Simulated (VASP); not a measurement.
# MgF2 (rutile type) (P4_2/mnm) in VASP: notebook

MgF2 (rutile type) is run at these levels: LDA; tasks: relaxation of shape and atoms at fixed volume, relaxation of cell and atoms.

Program: VASP 6.6.1. These are calculated values, not measurements. Logs are shortened: lines on timing, memory, paths and dates and some standing lists are left out, and cuts for length are marked.

## 1. The cell of the first run

It takes space group P4_2/mnm (No. 136, tetragonal). The conventional cell has a = 4.463 Å, b = 4.463 Å, c = 2.951 Å, α = 90.00°, β = 90.00°, γ = 90.00°. Mg (site symmetry mmm) has 6 F at 1.91 to 1.93 Å within 2.5 Å. Within 2.5 Å of F (site symmetry m2m) lie 3 Mg at 1.91 to 1.93 Å and 1 F at 2.49 Å.

## 2. Relaxation of shape and atoms at fixed volume, LDA

Input file INCAR:

```
SYSTEM = MgF2
PREC = Accurate
ENCUT = 600
EDIFF = 1E-7
ISMEAR = -1
SIGMA = 0.1
LREAL = .False.
LASPH = .True.
NELM = 120
ALGO = Normal
ISIF = 4
LWAVE = .False.
LCHARG = .False.
GGA = CA
IBRION = 2
NSW = 50
EDIFFG = -0.005
GGA_COMPAT = .False.
NELMIN = 4
```

Input file KPOINTS:

```
regular mesh
0
Gamma
  7 7 10
  0 0 0
```

Input file POSCAR:

```
MgF2
1.0
    4.4631151795      0.0000000000      0.0000000000
    0.0000000000      4.4631151795      0.0000000000
    0.0000000000      0.0000000000      2.9505467680
Mg F
2 4
Direct
    0.0000000000      0.0000000000      0.0000000000
    0.5000000000      0.5000000000      0.5000000000
    0.3029800056      0.3029800056      0.0000000000
    0.6970199944      0.6970199944      0.0000000000
    0.8029800056      0.1970199944      0.5000000000
    0.1970199944      0.8029800056      0.5000000000
```

Potentials or basis: VASP PAW LDA potentials, release 64 (Mg, F).

The run is started by

```sh
> cat potpaw_LDA.64/Mg/POTCAR potpaw_LDA.64/F/POTCAR > POTCAR
> mpirun -np 1 vasp_std > vasp.out
```

OUTCAR:

```text
SYSTEM = MgF2
   PREC = Accurate
   ENCUT = 600
   EDIFF = 1E-7
   ISMEAR = -1
   LREAL = .False.
   LASPH = .True.
   NELM = 120
   ISIF = 4
   GGA = CA
   IBRION = 2
   NSW = 50
   EDIFFG = -0.005
   NELMIN = 4

 ion  position               nearest neighbor table
   1  0.000  0.000  0.000-   3 1.91   4 1.91   5 1.93   6 1.93   5 1.93   6 1.93   2 3.48   2 3.48
                             2 3.48   2 3.48   2 3.48   2 3.48   2 3.48   2 3.48
   2  0.500  0.500  0.500-   5 1.91   6 1.91   3 1.93   4 1.93   3 1.93   4 1.93   1 3.48   1 3.48
                             1 3.48   1 3.48   1 3.48   1 3.48   1 3.48   1 3.48
   3  0.303  0.303  0.000-   1 1.91   2 1.93   2 1.93
   4  0.697  0.697  0.000-   1 1.91   2 1.93   2 1.93
   5  0.803  0.197  0.500-   2 1.91   1 1.93   1 1.93
   6  0.197  0.803  0.500-   2 1.91   1 1.93   1 1.93

  LATTYP: Found a simple tetragonal cell.
 ALAT       =     4.4631151795
 C/A-ratio  =     0.6610958152

  Lattice vectors:

 A1 = (   4.4631151795,   0.0000000000,   0.0000000000)
 A2 = (   0.0000000000,   4.4631151795,   0.0000000000)
 A3 = (   0.0000000000,   0.0000000000,   2.9505467680)

Analysis of symmetry for initial positions (statically):
=====================================================================
 Subroutine PRICEL returns:
 Original cell was already a primitive cell.

 Routine SETGRP: Setting up the symmetry group for a
 simple tetragonal supercell.

 Subroutine GETGRP returns: Found 16 space group operations
 (whereof  8 operations were pure point group operations)
 out of a pool of 16 trial point group operations.

The static configuration has the point symmetry D_2h.
 The point group associated with its full space group is D_4h.

Analysis of symmetry for dynamics (positions and initial velocities):
=====================================================================
 Subroutine PRICEL returns:
 Original cell was already a primitive cell.

 Routine SETGRP: Setting up the symmetry group for a
 simple tetragonal supercell.

 Subroutine GETGRP returns: Found 16 space group operations
 (whereof  8 operations were pure point group operations)
 out of a pool of 16 trial point group operations.

The dynamic configuration has the point symmetry D_2h.
 The point group associated with its full space group is D_4h.

 Subroutine INISYM returns: Found 16 space group operations
 (whereof  8 operations are pure point group operations),
 and found     1 'primitive' translations

----------------------------------------------------------------------------------------

                                     Primitive cell

  volume of cell :      58.7731

  direct lattice vectors                    reciprocal lattice vectors
     4.463115179  0.000000000  0.000000000     0.224058748  0.000000000  0.000000000
     0.000000000  4.463115179  0.000000000     0.000000000  0.224058748  0.000000000
     0.000000000  0.000000000  2.950546768     0.000000000  0.000000000  0.338920234

  length of vectors
     4.463115179  4.463115179  2.950546768     0.224058748  0.224058748  0.338920234

  position of ions in fractional coordinates (direct lattice)
     0.000000000  0.000000000  0.000000000
     0.500000000  0.500000000  0.500000000
     0.302980006  0.302980006  0.000000000
     0.697019994  0.697019994  0.000000000
     0.802980006  0.197019994  0.500000000
     0.197019994  0.802980006  0.500000000

  ion indices of the primitive-cell ions
   primitive index   ion index
                 1           1
                 2           2
                 3           3
                 4           4
                 5           5
                 6           6

----------------------------------------------------------------------------------------

 KPOINTS: regular mesh

Automatic generation of k-mesh.
 Grid dimensions read from file:
 generate k-points for:    7    7   10

 Generating k-lattice:

  Cartesian coordinates                     Fractional coordinates (reciprocal lattice)
     0.032008393  0.000000000  0.000000000     0.142857143  0.000000000  0.000000000
     0.000000000  0.032008393  0.000000000     0.000000000  0.142857143  0.000000000
     0.000000000  0.000000000  0.033892023     0.000000000  0.000000000  0.100000000

  Length of vectors
     0.032008393  0.032008393  0.033892023

  Shift w.r.t. Gamma in fractional coordinates (k-lattice)
     0.000000000  0.000000000  0.000000000

 Subroutine IBZKPT returns following result:
 ===========================================

 Found     60 irreducible k-points:

 Following reciprocal coordinates:
            Coordinates               Weight
  0.000000  0.000000  0.000000      1.000000
  0.142857  0.000000  0.000000      4.000000
  0.285714  0.000000  0.000000      4.000000
  0.428571  0.000000  0.000000      4.000000
  0.142857  0.142857  0.000000      4.000000
  0.285714  0.142857  0.000000      8.000000
[... 16 lines left out ...]
  0.285714  0.000000  0.200000      8.000000
  0.428571  0.000000  0.200000      8.000000
 [... further k-points ...]
   k-points           NKPTS =     60   k-points in BZ     NKDIM =     60   number of bands    NBANDS=     20
   number of dos      NEDOS =    301   number of ions     NIONS =      6
   total plane-waves  NPLWV =  31104
   dimension x,y,z NGX =    36 NGY =   36 NGZ =   24
   dimension x,y,z NGXF=    72 NGYF=   72 NGZF=   48
   ions per type =               2   4
   NGX,Y,Z   is equivalent  to a cutoff of  13.41, 13.41, 13.52 a.u.
   NGXF,Y,Z  is equivalent  to a cutoff of  26.82, 26.82, 27.05 a.u.
 SYSTEM =  MgF2
   PREC   = accura    normal or accurate (medium, high low for compatibility)
   ISTART =      0    job   : 0-new  1-cont  2-samecut
   ICHARG =      2    charge: 1-file 2-atom 10-const
   ISPIN  =      1    spin polarized calculation?
   LNONCOLLINEAR =      F non collinear calculations
   LSORBIT =      F    spin-orbit coupling
   LASPH  =      T    aspherical Exc in radial PAW
   ENCUT  =  600.0 eV  44.10 Ry    6.64 a.u.   8.91  8.91  5.89*2*pi/ulx,y,z
   NELM   =    120;   NELMIN=  4; NELMDL= -5     # of ELM steps
   EDIFF  = 0.1E-06   stopping-criterion for ELM
   LREAL  =      F    real-space projection
   EDIFFG = -.5E-02   stopping-criterion for IOM
   NSW    =     50    number of steps for IOM
   IBRION =      2    ionic relax: 0-MD 1-quasi-New 2-CG
   NFREE  =      1    steps in history (QN), initial steepest desc. (CG)
   ISIF   =      4    stress and relaxation
   ISYM   =      2    0-nonsym 1-usesym 2-fastsym
   POTIM  = 0.5000    time-step for ionic-motion
   TEBEG  =    0.0;   TEEND  =   0.0 temperature during run
   PSTRESS=    0.0 pullay stress
   NELECT =      32.0000    total number of electrons
   NUPDOWN=      -1.0000    fix difference up-down
   EMIN   =  10.00;   EMAX   =-10.00  energy-range for DOS
   EFERMI =   0.00;   METHOD = LEGACY
   ISMEAR =    -1;   SIGMA  =   0.10  broadening in eV -4-tet -1-fermi 0-gaus
   EFERMI_NEDOS =   21; number of points for ismear=-14 and -15
   IALGO  =     38    algorithm
   IMIX   =      4    mixing-type and parameters
     AMIX     =   0.40;   BMIX     =  1.00
     AMIX_MAG =   1.60;   BMIX_MAG =  1.00
  volume/ion in A,a.u.               =       9.80        66.10
  Fermi-wavevector in a.u.,A,eV,Ry     =   1.336796  2.526179 24.313945  1.787025
  Thomas-Fermi vector in A             =   2.465395
   LORBIT       =      0    0 simple, 1 ext, 2 COOP (PROOUT), +10 PAW based schemes
   GGA     = CA    functional components
   LHFCALC =     F    Hartree Fock is set to
   AEXX    =    0.0000 exact exchange contribution
   IVDW    =     0    specifies the selected vdW correction
   LEPSILON=     F    determine dielectric tensor
   LRPA    =     F    only Hartree local field effects (RPA)
 conjugate gradient relaxation of ions
 non-spin polarized calculation
  energy-cutoff  :      600.00
  volume of cell :       58.77
 maximum number of plane-waves:      1996
 NGX is ok and might be reduce to    36
   NGX = 17   NGY = 17   NGZ = 11

--------------------------------------- Ionic step        1  -------------------------------------------

 number of electron      31.9999983 magnetization

 Free energy of the ion-electron system (eV)
  ---------------------------------------------------
  ext. energy  EPLUGINS =         0.00000000
  ---------------------------------------------------
  free energy    TOTEN  =       -35.03469586 eV

  energy without entropy =      -35.03469586  energy(sigma->0) =      -35.03469586

------------------------ aborting loop because EDIFF is reached ----------------------------------------

  FORCE on cell =-STRESS in cart. coord.  units (eV):
  Direction    XX          YY          ZZ          XY          YZ          ZX
  --------------------------------------------------------------------------------------
  -------------------------------------------------------------------------------------
  Total        2.0289274      2.0289274      2.5597105     -0.0000000      0.0000000      0.0000000
  in kB       55.3093293     55.3093293     69.7786773     -0.0000000      0.0000000      0.0000000
  external PRESSURE =      60.1324453 kB  Pullay stress =       0.0000000 kB
[... 145 lines left out ...]
  energy  without entropy=      -35.0370868250  energy(sigma->0) =      -35.03708683

--------------------------------------- Ionic step        5  -------------------------------------------

 number of electron      31.9999988 magnetization

 Free energy of the ion-electron system (eV)
  ---------------------------------------------------
  ext. energy  EPLUGINS =         0.00000000
  ---------------------------------------------------
  free energy    TOTEN  =       -35.03710417 eV

  energy without entropy =      -35.03710417  energy(sigma->0) =      -35.03710417

 E-fermi :   1.1967     XC(G=0): -10.9963

 val. band max:       -0.8967399632   @ k =   0.0000   0.0000   0.0000
 cond. band min:       6.6045572388   @ k =   0.0000   0.0000   0.0000
 fundamental gap:      7.5012972020
 Fermi energy:         1.1966614523

 k-point     1 :       0.0000    0.0000    0.0000
  band No.  band energies     occupation
      1     -21.7135      2.00000
      2     -20.6222      2.00000
      3     -20.6222      2.00000
      4     -20.4951      2.00000
      5      -5.4939      2.00000
      6      -3.9593      2.00000
[... 12 lines left out ...]
     19      11.6202      0.00000
[... 513 lines left out ...]
      4     -20.5018      2.00000
      5      -4.6413      2.00000
      6      -4.3161      2.00000
[... 12 lines left out ...]
     19      13.4833      0.00000
     20      13.8016      0.00000

 [... further k-points ...]

------------------------ aborting loop because EDIFF is reached ----------------------------------------

  FORCE on cell =-STRESS in cart. coord.  units (eV):
  Direction    XX          YY          ZZ          XY          YZ          ZX
  --------------------------------------------------------------------------------------
  -------------------------------------------------------------------------------------
  Total        2.1491762      2.1491762      2.1510351     -0.0000000      0.0000000      0.0000000
  in kB       58.5873578     58.5873578     58.6380326     -0.0000000      0.0000000      0.0000000
  external PRESSURE =      58.6042494 kB  Pullay stress =       0.0000000 kB
[... 21 lines left out ...]
  FREE ENERGIE OF THE ION-ELECTRON SYSTEM (eV)
  ---------------------------------------------------
  free  energy   TOTEN  =       -35.0371041658 eV

  energy  without entropy=      -35.0371041656  energy(sigma->0) =      -35.03710417

 reached required accuracy - stopping structural energy minimisation
```

Run time: 4.1 min. Hardware: 1 thread of Oxide Virtual Turin-like, shared host; peak memory 0.17 GiB.

What came out:

```
Free energy               : -35.0371 eV
Energy gained by relaxing : 0.4 meV/atom
Ionic steps               : 5
Pressure after relaxing   : 5.9 GPa
Band gap on the k mesh    : 7.50 eV
```

Step by step:
```
step  energy change (eV)  largest force (eV/Å)  pressure (GPa)  volume (Å³)
   1              0.0000                0.1181            6.01        58.77
   2             -0.0023                0.0058            5.88        58.77
   3             -0.0024                0.0085            5.86        58.77
   4             -0.0024                0.0051            5.86        58.77
   5             -0.0024                0.0004            5.86        58.77
```

Final structure:
```cif
data_structure
_symmetry_space_group_name_H-M 'P 1'
_symmetry_Int_Tables_number 1
_cell_length_a 4.4538
_cell_length_b 4.4538
_cell_length_c 2.9629
_cell_angle_alpha 90.000
_cell_angle_beta 90.000
_cell_angle_gamma 90.000
_cell_volume 58.77
loop_
_atom_site_label
_atom_site_type_symbol
_atom_site_fract_x
_atom_site_fract_y
_atom_site_fract_z
_atom_site_occupancy
Mg1 Mg 0.00000 0.00000 0.00000 1
Mg2 Mg 0.50000 0.50000 0.50000 1
F1 F 0.30211 0.30211 0.00000 1
F2 F 0.69789 0.69789 0.00000 1
F3 F 0.80211 0.19789 0.50000 1
F4 F 0.19789 0.80211 0.50000 1
```

[end of part 1 of 2]
